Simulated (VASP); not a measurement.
# Ag (P6_3/mmc) in VASP: settings compared

Aim: see how the results for Ag move with the level of theory and the settings. Levels: LDA, PBEsol. Tasks: single point.

Everything below comes from runs of VASP 6.6.1. Logs are shortened: lines on timing, memory, paths and dates and some standing lists are left out, and cuts for length are marked.

### Step 1. The cell of the first run

The structure is hexagonal, space group P6_3/mmc (No. 194). Conventional cell: a = 2.890 Å, b = 2.890 Å, c = 4.725 Å, α = 90.00°, β = 90.00°, γ = 120.00°. Within 3.8 Å of Ag (site symmetry -6m2) lie 12 Ag at 2.89 Å.

### Step 2. Single point, LDA (volume scaled by 0.96)

INCAR

```
PREC = Accurate
ENCUT = 520
EDIFF = 1E-7
ISMEAR = -1
SIGMA = 0.05
LREAL = F
LASPH = T
NELM = 100
ALGO = Normal
ISIF = 2
LWAVE = F
LCHARG = F
NBANDS = 18
```

KPOINTS

```
regular mesh
0
Gamma
  10 10 6
```

POSCAR

```
Ag
1.0
    2.8904005511      0.0000000000      0.0000000000
   -1.4452002756      2.5031603044      0.0000000000
    0.0000000000      0.0000000000      4.7252623344
Ag
2
Direct
    0.6666666667      0.3333333333      0.7500000000
    0.3333333333      0.6666666667      0.2500000000
```

Potentials or basis: VASP PAW LDA potentials, release 64 (Ag).

The run is started by

```bash
$ cat potpaw_LDA.64/Ag/POTCAR > POTCAR
$ mpirun -np 1 vasp_std > vasp.out
```

OUTCAR:

```text
PREC = Accurate
   ENCUT = 520
   EDIFF = 1E-7
   ISMEAR = -1
   LREAL = F
   LASPH = T
   NELM = 100
   ISIF = 2

 ion  position               nearest neighbor table
   1  0.667  0.333  0.750-   2 2.89   2 2.89   2 2.89   2 2.89   2 2.89   2 2.89
   2  0.333  0.667  0.250-   1 2.89   1 2.89   1 2.89   1 2.89   1 2.89   1 2.89

  LATTYP: Found a hexagonal cell.
 ALAT       =     2.8904005511
 C/A-ratio  =     1.6348122867

  Lattice vectors:

 A1 = (   2.8904005511,   0.0000000000,   0.0000000000)
 A2 = (  -1.4452002756,   2.5031603044,   0.0000000000)
 A3 = (   0.0000000000,   0.0000000000,   4.7252623344)

Analysis of symmetry for initial positions (statically):
=====================================================================
 Subroutine PRICEL returns:
 Original cell was already a primitive cell.

 Routine SETGRP: Setting up the symmetry group for a
 hexagonal supercell.

 Subroutine GETGRP returns: Found 24 space group operations
 (whereof 12 operations were pure point group operations)
 out of a pool of 24 trial point group operations.

The static configuration has the point symmetry D_3d.
 The point group associated with its full space group is D_6h.

Analysis of symmetry for dynamics (positions and initial velocities):
=====================================================================
 Subroutine PRICEL returns:
 Original cell was already a primitive cell.

 Routine SETGRP: Setting up the symmetry group for a
 hexagonal supercell.

 Subroutine GETGRP returns: Found 24 space group operations
 (whereof 12 operations were pure point group operations)
 out of a pool of 24 trial point group operations.

The dynamic configuration has the point symmetry D_3d.
 The point group associated with its full space group is D_6h.

 Subroutine INISYM returns: Found 24 space group operations
 (whereof 12 operations are pure point group operations),
 and found     1 'primitive' translations

----------------------------------------------------------------------------------------

                                     Primitive cell

  volume of cell :      34.1879

  direct lattice vectors                    reciprocal lattice vectors
     2.890400551  0.000000000  0.000000000     0.345972810  0.199747495  0.000000000
    -1.445200276  2.503160304  0.000000000     0.000000000  0.399494990  0.000000000
     0.000000000  0.000000000  4.725262334     0.000000000  0.000000000  0.211628462

  length of vectors
     2.890400551  2.890400551  4.725262334     0.399494990  0.399494990  0.211628462

  position of ions in fractional coordinates (direct lattice)
     0.666666667  0.333333333  0.750000000
     0.333333333  0.666666667  0.250000000

  ion indices of the primitive-cell ions
   primitive index   ion index
                 1           1
                 2           2

----------------------------------------------------------------------------------------

 KPOINTS: regular mesh

Automatic generation of k-mesh.
 Grid dimensions read from file:
 generate k-points for:   10   10    6

 Generating k-lattice:

  Cartesian coordinates                     Fractional coordinates (reciprocal lattice)
     0.034597281  0.019974749  0.000000000     0.100000000 -0.000000000  0.000000000
     0.000000000  0.039949499  0.000000000     0.000000000  0.100000000  0.000000000
     0.000000000  0.000000000  0.035271410     0.000000000  0.000000000  0.166666667

  Length of vectors
     0.039949499  0.039949499  0.035271410

  Shift w.r.t. Gamma in fractional coordinates (k-lattice)
     0.000000000  0.000000000  0.000000000

 Subroutine IBZKPT returns following result:
 ===========================================

 Found     56 irreducible k-points:

 Following reciprocal coordinates:
            Coordinates               Weight
  0.000000  0.000000  0.000000      1.000000
  0.100000 -0.000000  0.000000      6.000000
  0.200000 -0.000000  0.000000      6.000000
  0.300000 -0.000000  0.000000      6.000000
  0.400000  0.000000  0.000000      6.000000
  0.500000  0.000000  0.000000      3.000000
[... 16 lines left out ...]
  0.300000  0.100000  0.166667     24.000000
  0.400000  0.100000  0.166667     24.000000
 [... further k-points ...]
   k-points           NKPTS =     56   k-points in BZ     NKDIM =     56   number of bands    NBANDS=     18
   number of dos      NEDOS =    301   number of ions     NIONS =      2
   total plane-waves  NPLWV =  20736
   dimension x,y,z NGX =    24 NGY =   24 NGZ =   36
   dimension x,y,z NGXF=    48 NGYF=   48 NGZF=   72
   ions per type =               2
   NGX,Y,Z   is equivalent  to a cutoff of  13.80, 13.80, 12.67 a.u.
   NGXF,Y,Z  is equivalent  to a cutoff of  27.61, 27.61, 25.33 a.u.
 SYSTEM =  unknown system
   PREC   = accura    normal or accurate (medium, high low for compatibility)
   ISTART =      0    job   : 0-new  1-cont  2-samecut
   ICHARG =      2    charge: 1-file 2-atom 10-const
   ISPIN  =      1    spin polarized calculation?
   LNONCOLLINEAR =      F non collinear calculations
   LSORBIT =      F    spin-orbit coupling
   LASPH  =      T    aspherical Exc in radial PAW
   ENCUT  =  520.0 eV  38.22 Ry    6.18 a.u.   5.37  5.37  8.79*2*pi/ulx,y,z
   NELM   =    100;   NELMIN=  2; NELMDL= -5     # of ELM steps
   EDIFF  = 0.1E-06   stopping-criterion for ELM
   LREAL  =      F    real-space projection
   EDIFFG = 0.1E-05   stopping-criterion for IOM
   NSW    =      0    number of steps for IOM
   IBRION =     -1    ionic relax: 0-MD 1-quasi-New 2-CG
   NFREE  =      0    steps in history (QN), initial steepest desc. (CG)
   ISIF   =      2    stress and relaxation
   ISYM   =      2    0-nonsym 1-usesym 2-fastsym
   POTIM  = 0.5000    time-step for ionic-motion
   TEBEG  =    0.0;   TEEND  =   0.0 temperature during run
   PSTRESS=    0.0 pullay stress
   NELECT =      22.0000    total number of electrons
   NUPDOWN=      -1.0000    fix difference up-down
   EMIN   =  10.00;   EMAX   =-10.00  energy-range for DOS
   EFERMI =   0.00;   METHOD = LEGACY
   ISMEAR =    -1;   SIGMA  =   0.05  broadening in eV -4-tet -1-fermi 0-gaus
   EFERMI_NEDOS =   21; number of points for ismear=-14 and -15
   IALGO  =     38    algorithm
   IMIX   =      4    mixing-type and parameters
     AMIX     =   0.40;   BMIX     =  1.00
     AMIX_MAG =   1.60;   BMIX_MAG =  1.00
  volume/ion in A,a.u.               =      17.09       115.36
  Fermi-wavevector in a.u.,A,eV,Ry     =   1.413378  2.670896 27.179489  1.997636
  Thomas-Fermi vector in A             =   2.535029
   LORBIT       =      0    0 simple, 1 ext, 2 COOP (PROOUT), +10 PAW based schemes
   GGA     = CA    functional components
   LHFCALC =     F    Hartree Fock is set to
   AEXX    =    0.0000 exact exchange contribution
   IVDW    =     0    specifies the selected vdW correction
   LEPSILON=     F    determine dielectric tensor
   LRPA    =     F    only Hartree local field effects (RPA)
 non-spin polarized calculation
  energy-cutoff  :      520.00
  volume of cell :       34.19
 maximum number of plane-waves:       954
 NGX is ok and might be reduce to    24
   NGX = 11   NGY = 11   NGZ = 17

 number of electron      22.0000002 magnetization

 Free energy of the ion-electron system (eV)
  ---------------------------------------------------
  ext. energy  EPLUGINS =         0.00000000
  ---------------------------------------------------
  free energy    TOTEN  =        -7.49310899 eV

  energy without entropy =       -7.48729245  energy(sigma->0) =       -7.49020072

 E-fermi :   8.0979     XC(G=0): -12.5666

 val. band max:        7.8989209955   @ k =   0.3000  -0.0000   0.3333
 cond. band min:       8.1538747900   @ k =   0.3000   0.2000   0.3333
 fundamental gap:      0.2549537945
 Fermi energy:         8.0978533330

 k-point     1 :       0.0000    0.0000    0.0000
  band No.  band energies     occupation
      1       0.3017      2.00000
      2       1.7321      2.00000
      3       3.3427      2.00000
      4       3.4465      2.00000
      5       3.4465      2.00000
      6       3.6862      2.00000
[... 10 lines left out ...]
     17      26.2383      0.00000
     18      26.2383      0.00000

 k-point     2 :       0.1000   -0.0000    0.0000
  band No.  band energies     occupation
      1       0.5758      2.00000
      2       1.8905      2.00000
      3       3.1987      2.00000
      4       3.5677      2.00000
      5       3.5940      2.00000
      6       3.6517      2.00000
[... 10 lines left out ...]
     17      25.9064      0.00000
     18      26.8974      0.00000

 k-point     3 :       0.2000   -0.0000    0.0000
  band No.  band energies     occupation
      1       1.3017      2.00000
      2       2.1861      2.00000
      3       3.0627      2.00000
      4       3.3588      2.00000
      5       3.4927      2.00000
      6       3.7655      2.00000
[... 10 lines left out ...]
     17      24.8621      0.00000
     18      26.1184      0.00000

 k-point     4 :       0.3000   -0.0000    0.0000
  band No.  band energies     occupation
      1       1.9670      2.00000
      2       2.1629      2.00000
      3       2.7333      2.00000
      4       3.4237      2.00000
      5       3.5584      2.00000
      6       3.5671      2.00000
[... 375 lines left out ...]
      4       3.0600      2.00000
      5       3.3567      2.00000
      6       3.7106      2.00000
[... 10 lines left out ...]
     17      24.0011      0.00000
     18      25.6640      0.00000

 k-point    23 :       0.3000    0.1000    0.1667
  band No.  band energies     occupation
      1       2.0729      2.00000
      2       2.2437      2.00000
      3       2.7582      2.00000
      4       3.0331      2.00000
      5       3.4931      2.00000
      6       3.7659      2.00000
[... 10 lines left out ...]
     17      22.7906      0.00000
     18      23.2949      0.00000

 k-point    24 :       0.4000    0.1000    0.1667
  band No.  band energies     occupation
      1       1.9465      2.00000
      2       2.0501      2.00000
      3       2.6549      2.00000
      4       3.0943      2.00000
      5       3.3748      2.00000
      6       3.9863      2.00000
[... 10 lines left out ...]
     17      20.4862      0.00000
     18      22.4966      0.00000

 [... further k-points ...]
[... 5 lines left out ...]
  --------------------------------------------------------------------------------------
  -------------------------------------------------------------------------------------
  Total       -1.4290356     -1.4290356     -1.5616804      0.0000000      0.0000000     -0.0000000
  in kB      -66.9701108    -66.9701108    -73.1863573      0.0000000      0.0000000     -0.0000000
  external PRESSURE =     -69.0421929 kB  Pullay stress =       0.0000000 kB

 VOLUME and BASIS-vectors are now :
 -----------------------------------------------------------------------------
  energy-cutoff  :      520.00
  volume of cell :       34.19
      direct lattice vectors                 reciprocal lattice vectors
     2.890400551  0.000000000  0.000000000     0.345972810  0.199747495  0.000000000
    -1.445200276  2.503160304  0.000000000     0.000000000  0.399494990  0.000000000
     0.000000000  0.000000000  4.725262334     0.000000000  0.000000000  0.211628462

 POSITION                                       TOTAL-FORCE (eV/Angst)
 -----------------------------------------------------------------------------------
      1.44520      0.83439      3.54395        -0.000000      0.000000      0.000000
     -0.00000      1.66877      1.18132         0.000000     -0.000000      0.000000
 -----------------------------------------------------------------------------------
    total drift:                               -0.000000      0.000000     -0.000000

  FREE ENERGIE OF THE ION-ELECTRON SYSTEM (eV)
  ---------------------------------------------------
  free  energy   TOTEN  =        -7.4931089914 eV

  energy  without entropy=       -7.4872924547  energy(sigma->0) =       -7.49020072
```

It took 18 s on 1 thread of Intel Xeon 6975P-C, shared host; peak memory 0.16 GiB.

Results:

* Free energy: -7.4931 eV
* Pressure: -6.9 GPa
* Band gap on the k mesh: zero (band 11 reaches 11.22 eV, above the bottom of band 12 at 4.75 eV)

Stress tensor (GPa, compression positive):
```
-6.70  0.00  0.00
 0.00 -6.70  0.00
 0.00  0.00 -7.32
```

Caveat: the cell differs from its parent crystal (volume scaled by 0.96).

### Step 3. Single point, PBEsol

This run uses another cell than the first one, of 17.81 Å³/atom, 1.042 times its volume.

INCAR

```
PREC = Accurate
ENCUT = 520
EDIFF = 1E-6
ISMEAR = -1
SIGMA = 0.05
LREAL = F
LASPH = T
NELM = 60
ALGO = Normal
ISIF = 2
LWAVE = F
LCHARG = T
GGA = PS
LELF = T
LVHAR = T
NBANDS = 18
```

KPOINTS

```
Automatic mesh
0
Gamma
  8 8 4
```

POSCAR

```
Ag
1.0
    2.9300000000      0.0000000000      0.0000000000
   -1.4650000000      2.5374544331      0.0000000000
    0.0000000000      0.0000000000      4.7900000000
Ag
2
Direct
    0.6666666667      0.3333333333      0.7500000000
    0.3333333333      0.6666666667      0.2500000000
```

Potentials or basis: VASP PAW PBE potentials, release 64 (Ag).

The run is started by

```bash
$ cat potpaw_PBE.64/Ag/POTCAR > POTCAR
$ mpirun -np 1 vasp_std > vasp.out
```

Wall time 13 s (1 thread of Intel Xeon 6975P-C (Granite Rapids), shared host); peak memory 0.15 GiB.

Results (log left out):

```yaml
Free_energy: -6.5361 eV
Pressure: -6.1 GPa
Band_gap_on_the_k_mesh: zero (band 11 reaches 10.71 eV, above the bottom of band 12 at 4.32 eV)
```

Stress tensor (GPa, compression positive):
```
-5.67  0.00  0.00
 0.00 -5.67  0.00
 0.00  0.00 -7.05
```

Levels at points of the mesh, in eV from the Fermi level:
```tsv
k point	band 8	band 9	band 10	band 11	band 12	band 13	band 14	band 15
(0.00, 0.00, 0.00)	-3.82	-3.82	-2.87	-2.87	-0.19	3.49	15.66	17.50
(0.50, 0.00, 0.00)	-2.74	-2.70	-2.61	0.25	1.59	6.80	7.07	9.12
(0.00, 0.00, 0.50)	-4.23	-3.17	-3.17	-3.17	-3.17	10.92	10.92	16.00
(0.50, 0.00, 0.50)	-2.92	-2.66	-2.66	0.92	0.92	4.48	4.48	13.38
```

Caveat: the PAW data sets were made with another functional, which shifts forces and pressure a little.

### Step 4. Single point, PBEsol, non-collinear spin, zero start, spin-orbit coupling

This run uses another cell than the first one, of 17.81 Å³/atom, 1.042 times its volume.

INCAR

```
SYSTEM = Ag
  PREC = Accurate
  ENCUT = 520
  EDIFF = 1E-6
  ISMEAR = -1
  SIGMA = 0.05
  LREAL = .False.
  LASPH = .True.
  NELM = 150
  ALGO = Fast
  ISIF = 2
  LWAVE = .False.
  LCHARG = .False.
  LNONCOLLINEAR = .True.
  MAGMOM = 0 0 0 0 0 0
  LORBIT = 11
  LSORBIT = .True.
  GGA_COMPAT = .False.
  LORBMOM = .True.
  LMAXMIX = 4
  GGA = PS
  NBANDS = 34
```

KPOINTS

```
regular mesh
0
Gamma
  8 8 4
  0 0 0
```

POSCAR is that of step 3.

The run is started by

```bash
$ cat potpaw_PBE.64/Ag/POTCAR > POTCAR
$ mpirun -np 1 vasp_ncl > vasp.out
```

Wall time 64 s (1 thread of Intel Xeon 6975P-C (Granite Rapids), shared host); peak memory 0.25 GiB.

It converged, with:

| Item | Value |
| --- | --- |
| Free energy | -6.5897 eV |
| Pressure | -6.2 GPa |
| Net moment | 0.00 μB per cell |
| Valence electrons inside the program's atomic spheres | Ag 9.82 |

Stress tensor (GPa, compression positive):
```
-5.78  0.00  0.00
 0.00 -5.78  0.00
 0.00  0.00 -7.17
```

Moments on the atoms (μB; x, y, z):
```
Ag  0.00 0.00 0.00
Ag  0.00 0.00 0.00
```

Caveat: the PAW data sets were made with another functional, which shifts forces and pressure a little.

### Step 5. The runs side by side

```tsv
level	potentials or basis	spin	cell	k mesh	gap on the mesh (eV)	pressure (GPa)
LDA	VASP PAW LDA potentials, release 64 (Ag)	off	a = 2.890, b = 2.890, c = 4.725 Å, angles 90.0, 90.0, 120.0°, 2 atoms	10 × 10 × 6	none	-6.9
PBEsol	VASP PAW PBE potentials, release 64 (Ag)	off	a = 2.930, b = 2.930, c = 4.790 Å, angles 90.0, 90.0, 120.0°, 2 atoms	8 × 8 × 4	none	-6.1
PBEsol	VASP PAW PBE potentials, release 64 (Ag)	non-collinear, zero start, SOC	a = 2.930, b = 2.930, c = 4.790 Å, angles 90.0, 90.0, 120.0°, 2 atoms	8 × 8 × 4	-	-6.2
```

Alike in all rows: task single point; cutoff (eV) 520; smearing fermi-dirac 0.05 eV.

Caveats: the PAW data sets were made with another functional, which shifts forces and pressure a little (some runs).

Absolute energies hang on the potentials; compare differences alone.
